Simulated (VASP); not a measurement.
# Si5Sn (P6/mmm) in VASP: relaxation of cell and atoms with PBE

Aim: the relaxation of cell and atoms of Si5Sn with PBE.

Everything below comes from runs of VASP 6.6.1. Logs are shortened: lines on timing, memory, paths and dates and some standing lists are left out, and cuts for length are marked.

### 1 The cell of the first run

Symmetry: P6/mmm, No. 191, hexagonal system. Conventional cell: a = 5.543 Å, b = 5.543 Å, c = 7.512 Å, α = 90.00°, β = 90.00°, γ = 120.00°. Within 3.9 Å of Si (site symmetry mmm) lie 2 Sn at 2.77 Å and 8 Si at 2.77 to 3.85 Å. Si (site symmetry 6mm) has 1 Si at 2.18 Å and 1 Sn at 2.67 Å within 2.9 Å. Sn (site symmetry 6/mmm) has 8 Si at 2.67 to 2.77 Å within 3.5 Å.

The cell was built from a structure type or drawn by symmetry, and may not be a known phase.

### 2 Relaxation of cell and atoms, PBE

The input, INCAR:

```
SYSTEM = Si5Sn
ALGO = Normal
EDIFF = 1E-6
EDIFFG = -0.01
ENCUT = 600
GGA = PE
IBRION = 2
ISIF = 3
ISMEAR = 0
LASPH = .True.
LCHARG = .False.
LREAL = .False.
LWAVE = .False.
NELM = 80
NSW = 100
PREC = Accurate
SIGMA = 0.1
```

The input, KPOINTS:

```
k-points
0
Gamma
  12 12 6
  0 0 0
```

The input, POSCAR:

```
Si5Sn
1.0
    5.5430503676      0.0000000000      0.0000000000
   -2.7715251838      4.8004224328      0.0000000000
    0.0000000000      0.0000000000      7.5122179775
Si Sn
5 1
Direct
    0.5000000000      0.0000000000      0.5000000000
    0.0000000000      0.5000000000      0.5000000000
    0.5000000000      0.5000000000      0.5000000000
    0.0000000000      0.0000000000      0.8550174107
    0.0000000000      0.0000000000      0.1449825893
    0.0000000000      0.0000000000      0.5000000000
```

Potentials or basis: VASP PAW PBE potentials, release 64 (Si, Sn_d).

Started as:

```console
$ cat potpaw_PBE.64/Si/POTCAR potpaw_PBE.64/Sn_d/POTCAR > POTCAR
$ mpirun -np 1 vasp_std > vasp.out
```

OUTCAR:

```text
SYSTEM = Si5Sn
   EDIFF = 1E-6
   EDIFFG = -0.01
   ENCUT = 600
   GGA = PE
   IBRION = 2
   ISIF = 3
   ISMEAR = 0
   LASPH = .True.
   LREAL = .False.
   NELM = 80
   NSW = 100
   PREC = Accurate

 ion  position               nearest neighbor table
   1  0.500  0.000  0.500-   6 2.77   6 2.77   2 2.77   3 2.77   3 2.77   2 2.77
   2  0.000  0.500  0.500-   3 2.77   3 2.77   6 2.77   6 2.77   1 2.77   1 2.77
   3  0.500  0.500  0.500-   2 2.77   2 2.77   6 2.77   1 2.77   1 2.77   6 2.77
   4  0.000  0.000  0.855-   5 2.18   6 2.67
   5  0.000  0.000  0.145-   4 2.18   6 2.67
   6  0.000  0.000  0.500-   4 2.67   5 2.67   1 2.77   1 2.77   3 2.77   2 2.77   2 2.77   3 2.77

  LATTYP: Found a hexagonal cell.
 ALAT       =     5.5430503676
 C/A-ratio  =     1.3552498136

  Lattice vectors:

 A1 = (   5.5430503676,   0.0000000000,   0.0000000000)
 A2 = (  -2.7715251838,   4.8004224328,   0.0000000000)
 A3 = (   0.0000000000,   0.0000000000,   7.5122179775)

Analysis of symmetry for initial positions (statically):
=====================================================================
 Subroutine PRICEL returns:
 Original cell was already a primitive cell.

 Routine SETGRP: Setting up the symmetry group for a
 hexagonal supercell.

 Subroutine GETGRP returns: Found 24 space group operations
 (whereof 24 operations were pure point group operations)
 out of a pool of 24 trial point group operations.

The static configuration has the point symmetry D_6h.

Analysis of symmetry for dynamics (positions and initial velocities):
=====================================================================
 Subroutine PRICEL returns:
 Original cell was already a primitive cell.

 Routine SETGRP: Setting up the symmetry group for a
 hexagonal supercell.

 Subroutine GETGRP returns: Found 24 space group operations
 (whereof 24 operations were pure point group operations)
 out of a pool of 24 trial point group operations.

The dynamic configuration has the point symmetry D_6h.

 Subroutine INISYM returns: Found 24 space group operations
 (whereof 24 operations are pure point group operations),
 and found     1 'primitive' translations

----------------------------------------------------------------------------------------

                                     Primitive cell

  volume of cell :     199.8925

  direct lattice vectors                    reciprocal lattice vectors
     5.543050368  0.000000000  0.000000000     0.180406082  0.104157500  0.000000000
    -2.771525184  4.800422433  0.000000000     0.000000000  0.208315000  0.000000000
     0.000000000  0.000000000  7.512217977     0.000000000  0.000000000  0.133116478

  length of vectors
     5.543050368  5.543050368  7.512217977     0.208315000  0.208315000  0.133116478

  position of ions in fractional coordinates (direct lattice)
     0.500000000  0.000000000  0.500000000
     1.000000000  0.500000000  0.500000000
     0.500000000  0.500000000  0.500000000
     0.000000000  0.000000000  0.855017411
     0.000000000  0.000000000  0.144982589
     0.000000000  0.000000000  0.500000000

  ion indices of the primitive-cell ions
   primitive index   ion index
                 1           1
                 2           2
                 3           3
                 4           4
                 5           5
                 6           6

----------------------------------------------------------------------------------------

 KPOINTS: k-points

Automatic generation of k-mesh.
 Grid dimensions read from file:
 generate k-points for:   12   12    6

 Generating k-lattice:

  Cartesian coordinates                     Fractional coordinates (reciprocal lattice)
     0.015033840  0.008679792  0.000000000     0.083333333 -0.000000000  0.000000000
     0.000000000  0.017359583  0.000000000     0.000000000  0.083333333  0.000000000
     0.000000000  0.000000000  0.022186080     0.000000000  0.000000000  0.166666667

  Length of vectors
     0.017359583  0.017359583  0.022186080

  Shift w.r.t. Gamma in fractional coordinates (k-lattice)
     0.000000000  0.000000000  0.000000000

 Subroutine IBZKPT returns following result:
 ===========================================

 Found     76 irreducible k-points:

 Following reciprocal coordinates:
            Coordinates               Weight
  0.000000  0.000000  0.000000      1.000000
  0.083333  0.000000  0.000000      6.000000
  0.166667  0.000000  0.000000      6.000000
  0.250000  0.000000  0.000000      6.000000
  0.333333  0.000000  0.000000      6.000000
  0.416667  0.000000  0.000000      6.000000
[... 16 lines left out ...]
  0.250000  0.000000  0.166667     12.000000
  0.333333  0.000000  0.166667     12.000000
 [... further k-points ...]
   k-points           NKPTS =     76   k-points in BZ     NKDIM =     76   number of bands    NBANDS=     21
   number of dos      NEDOS =    301   number of ions     NIONS =      6
   total plane-waves  NPLWV = 138240
   dimension x,y,z NGX =    48 NGY =   48 NGZ =   60
   dimension x,y,z NGXF=    96 NGYF=   96 NGZF=  120
   ions per type =               5   1
   NGX,Y,Z   is equivalent  to a cutoff of  14.40, 14.40, 13.28 a.u.
   NGXF,Y,Z  is equivalent  to a cutoff of  28.79, 28.79, 26.56 a.u.
 SYSTEM =  Si5Sn
   PREC   = accura    normal or accurate (medium, high low for compatibility)
   ISTART =      0    job   : 0-new  1-cont  2-samecut
   ICHARG =      2    charge: 1-file 2-atom 10-const
   ISPIN  =      1    spin polarized calculation?
   LNONCOLLINEAR =      F non collinear calculations
   LSORBIT =      F    spin-orbit coupling
   LASPH  =      T    aspherical Exc in radial PAW
   ENCUT  =  600.0 eV  44.10 Ry    6.64 a.u.  11.07 11.07 15.00*2*pi/ulx,y,z
   NELM   =     80;   NELMIN=  2; NELMDL= -5     # of ELM steps
   EDIFF  = 0.1E-05   stopping-criterion for ELM
   LREAL  =      F    real-space projection
   EDIFFG = -.1E-01   stopping-criterion for IOM
   NSW    =    100    number of steps for IOM
   IBRION =      2    ionic relax: 0-MD 1-quasi-New 2-CG
   NFREE  =      1    steps in history (QN), initial steepest desc. (CG)
   ISIF   =      3    stress and relaxation
   ISYM   =      2    0-nonsym 1-usesym 2-fastsym
   POTIM  = 0.5000    time-step for ionic-motion
   TEBEG  =    0.0;   TEEND  =   0.0 temperature during run
   PSTRESS=    0.0 pullay stress
   NELECT =      34.0000    total number of electrons
   NUPDOWN=      -1.0000    fix difference up-down
   EMIN   =  10.00;   EMAX   =-10.00  energy-range for DOS
   EFERMI =   0.00;   METHOD = LEGACY
   ISMEAR =     0;   SIGMA  =   0.10  broadening in eV -4-tet -1-fermi 0-gaus
   EFERMI_NEDOS =   21; number of points for ismear=-14 and -15
   IALGO  =     38    algorithm
   IMIX   =      4    mixing-type and parameters
     AMIX     =   0.40;   BMIX     =  1.00
     AMIX_MAG =   1.60;   BMIX_MAG =  1.00
  volume/ion in A,a.u.               =      33.32       224.82
  Fermi-wavevector in a.u.,A,eV,Ry     =   0.907059  1.714093 11.194281  0.822756
  Thomas-Fermi vector in A             =   2.030821
   LORBIT       =      0    0 simple, 1 ext, 2 COOP (PROOUT), +10 PAW based schemes
   GGA     = PE    functional components
   LHFCALC =     F    Hartree Fock is set to
   AEXX    =    0.0000 exact exchange contribution
   IVDW    =     0    specifies the selected vdW correction
   LEPSILON=     F    determine dielectric tensor
   LRPA    =     F    only Hartree local field effects (RPA)
 conjugate gradient relaxation of ions
 non-spin polarized calculation
 Gauss-broadening in eV      SIGMA  =   0.10
  energy-cutoff  :      600.00
  volume of cell :      199.89
 maximum number of plane-waves:      6708
 NGX is ok and might be reduce to    48
   NGX = 23   NGY = 23   NGZ = 31

--------------------------------------- Ionic step        1  -------------------------------------------

 number of electron      33.9999998 magnetization

 Free energy of the ion-electron system (eV)
  ---------------------------------------------------
  ext. energy  EPLUGINS =         0.00000000
  ---------------------------------------------------
  free energy    TOTEN  =       -22.73378482 eV

  energy without entropy =      -22.70560984  energy(sigma->0) =      -22.71969733

------------------------ aborting loop because EDIFF is reached ----------------------------------------

  FORCE on cell =-STRESS in cart. coord.  units (eV):
  Direction    XX          YY          ZZ          XY          YZ          ZX
  --------------------------------------------------------------------------------------
  -------------------------------------------------------------------------------------
  Total       -0.2037404     -0.2037404      0.3436874      0.0000000      0.0000000      0.0000000
  in kB       -1.6330192     -1.6330192      2.7547217      0.0000000      0.0000000      0.0000000
  external PRESSURE =      -0.1704389 kB  Pullay stress =       0.0000000 kB

 VOLUME and BASIS-vectors are now :
 -----------------------------------------------------------------------------
  energy-cutoff  :      600.00
  volume of cell :      199.89
      direct lattice vectors                 reciprocal lattice vectors
     5.543050368  0.000000000  0.000000000     0.180406082  0.104157500  0.000000000
    -2.771525184  4.800422433  0.000000000     0.000000000  0.208315000  0.000000000
     0.000000000  0.000000000  7.512217977     0.000000000  0.000000000  0.133116478
[... 81 lines left out ...]
 POSITION                                       TOTAL-FORCE (eV/Angst)
 -----------------------------------------------------------------------------------
      2.76711     -0.00000      3.76619        -0.000000     -0.000000     -0.000000
     -1.38356      2.39639      3.76619        -0.000000      0.000000     -0.000000
      1.38356      2.39639      3.76619        -0.000000     -0.000000     -0.000000
      5.53423     -0.00000      6.43900         0.000000      0.000000      0.044518
     -0.00000      0.00000      1.09339         0.000000     -0.000000     -0.044518
     -0.00000      0.00000      3.76619        -0.000000     -0.000000     -0.000000
 -----------------------------------------------------------------------------------
    total drift:                                0.000000      0.000000     -0.000000

  FREE ENERGIE OF THE ION-ELECTRON SYSTEM (eV)
  ---------------------------------------------------
  free  energy   TOTEN  =       -22.7346031637 eV

  energy  without entropy=      -22.7058768284  energy(sigma->0) =      -22.72024000

--------------------------------------- Ionic step        4  -------------------------------------------

 number of electron      33.9999999 magnetization

 Free energy of the ion-electron system (eV)
  ---------------------------------------------------
  ext. energy  EPLUGINS =         0.00000000
  ---------------------------------------------------
  free energy    TOTEN  =       -22.73470332 eV

  energy without entropy =      -22.70590011  energy(sigma->0) =      -22.72030172

 E-fermi :   2.3209     XC(G=0):  -7.5212

 val. band max:        2.3202828301   @ k =   0.0833   0.0833   0.1667
 cond. band min:       2.3270713610   @ k =   0.4167   0.0000   0.3333
 fundamental gap:      0.0067885309
 Fermi energy:         2.3208868850

 k-point     1 :       0.0000    0.0000    0.0000
  band No.  band energies     occupation
      1     -19.3419      2.00000
      2     -19.3204      2.00000
      3     -19.3204      2.00000
      4     -19.2606      2.00000
      5     -19.2606      2.00000
      6      -9.1421      2.00000
[... 13 lines left out ...]
     20       3.8908      0.00000
     21       4.0134      0.00000
[... 529 lines left out ...]
 k-point    24 :       0.3333    0.0000    0.1667
  band No.  band energies     occupation
      1     -19.3403      2.00000
      2     -19.3201      2.00000
      3     -19.3178      2.00000
      4     -19.2609      2.00000
      5     -19.2607      2.00000
      6      -8.4597      2.00000
[... 13 lines left out ...]
     20       3.2015      0.00000
     21       4.2616      0.00000

 [... further k-points ...]

------------------------ aborting loop because EDIFF is reached ----------------------------------------

  FORCE on cell =-STRESS in cart. coord.  units (eV):
  Direction    XX          YY          ZZ          XY          YZ          ZX
  --------------------------------------------------------------------------------------
  -------------------------------------------------------------------------------------
  Total        0.0209774      0.0209774      0.0182490      0.0000000      0.0000000      0.0000000
  in kB        0.1683277      0.1683277      0.1464347      0.0000000      0.0000000      0.0000000
  external PRESSURE =       0.1610300 kB  Pullay stress =       0.0000000 kB

 VOLUME and BASIS-vectors are now :
 -----------------------------------------------------------------------------
  energy-cutoff  :      600.00
  volume of cell :      199.67
      direct lattice vectors                 reciprocal lattice vectors
     5.531535807 -0.000000000 -0.000000000     0.180781619  0.104374317  0.000000000
    -2.765767903  4.790450531 -0.000000000     0.000000000  0.208748633  0.000000000
     0.000000000 -0.000000000  7.535021712     0.000000000  0.000000000  0.132713619

 POSITION                                       TOTAL-FORCE (eV/Angst)
 -----------------------------------------------------------------------------------
      0.00000      4.79045      3.76751        -0.000000     -0.000000      0.000000
      4.14865      2.39523      3.76751        -0.000000     -0.000000      0.000000
      1.38288      2.39523      3.76751        -0.000000     -0.000000      0.000000
     -0.00000     -0.00000      6.44321        -0.000000     -0.000000      0.000183
      2.76577      4.79045      1.09182         0.000000      0.000000     -0.000183
      2.76577      4.79045      3.76751        -0.000000      0.000000      0.000000
 -----------------------------------------------------------------------------------
    total drift:                                0.000000     -0.000000     -0.000000

  FREE ENERGIE OF THE ION-ELECTRON SYSTEM (eV)
  ---------------------------------------------------
  free  energy   TOTEN  =       -22.7347033184 eV

  energy  without entropy=      -22.7059001149  energy(sigma->0) =      -22.72030172

 reached required accuracy - stopping structural energy minimisation
```

Run time: 12 min. Hardware: 1 thread of Intel Xeon Platinum 8488C (Sapphire Rapids), shared host; peak memory 0.63 GiB.

What came out:

- Free energy: -22.7347 eV
- Relaxed volume: 33.28 Å³/atom
- Relaxed cell: a = 5.532 Å, b = 5.532 Å, c = 7.535 Å, α = 90.00°, β = 90.00°, γ = 120.00°
- Space group after relaxing (to 0.1 Å): P6/mmm (No. 191)
- Energy gained by relaxing: 0.2 meV/atom
- Ionic steps: 4
- Pressure after relaxing: 0.0 GPa
- Band gap on the k mesh: zero (bands 17 and 18 overlap by 0.91 eV)

The path:
```
step  energy change (eV)  largest force (eV/Å)  pressure (GPa)  volume (Å³)
   1              0.0000                0.0282           -0.02       199.89
   2             -0.0008                0.0467           -0.02       199.79
   3             -0.0008                0.0445           -0.02       199.79
   4             -0.0009                0.0002            0.02       199.67
```

Final structure:
```xyz
6
Lattice="5.5315 0.0000 0.0000 -2.7658 4.7905 0.0000 0.0000 0.0000 7.5350" Properties=species:S:1:pos:R:3 pbc="T T T"
Si    0.0000    4.7905    3.7675
Si    4.1487    2.3952    3.7675
Si    1.3829    2.3952    3.7675
Si    0.0000    0.0000    6.4432
Si    2.7658    4.7905    1.0918
Sn    2.7658    4.7905    3.7675
```

Caveat: spin-orbit coupling is left out, which moves the levels of the heavy elements.
